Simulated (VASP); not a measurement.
A run of VASP 6.6.1:

Contents of INCAR:

```
SYSTEM = TiH6
PREC = Accurate
ENCUT = 600
EDIFF = 1E-6
ISMEAR = 0
SIGMA = 0.1
LREAL = .FALSE.
LASPH = .TRUE.
NELM = 100
ALGO = Normal
ISIF = 3
LWAVE = .FALSE.
LCHARG = .FALSE.
GGA = PE
IBRION = 2
NSW = 90
EDIFFG = -0.04
```

Contents of KPOINTS:

```
Automatic mesh
0
G
  4 4 4
  0 0 0
```

The input POSCAR:

```
TiH6
1.0
    3.8982614100      0.0000000000      0.0000000000
    0.0000000000      3.8982614100      0.0000000000
    0.0000000000      0.0000000000      3.8982614100
Ti H
1 6
Direct
    0.0000000000      0.0000000000      0.0000000000
    0.5000000000      0.5000000000      0.2070000000
    0.5000000000      0.5000000000      0.7930000000
    0.2070000000      0.5000000000      0.5000000000
    0.7930000000      0.5000000000      0.5000000000
    0.5000000000      0.2070000000      0.5000000000
    0.5000000000      0.7930000000      0.5000000000
```

Potentials or basis: VASP PAW PBE potentials, release 64 (Ti_sv, H).

Command:

```bash
$ cat potpaw_PBE.64/Ti_sv/POTCAR potpaw_PBE.64/H/POTCAR > POTCAR
$ mpirun -np 1 vasp_std > vasp.out
```

Hardware: 1 thread of Intel(R) Xeon(R) Platinum 8488C (Sapphire Rapids) (shared host).

Task: How long does it take, and how much memory?

Result: It took 84 s on 1 thread of Intel(R) Xeon(R) Platinum 8488C (Sapphire Rapids), on a shared host, peak memory 0.19 GiB. Counts: scf iterations 149, k points 10, ion steps 14.
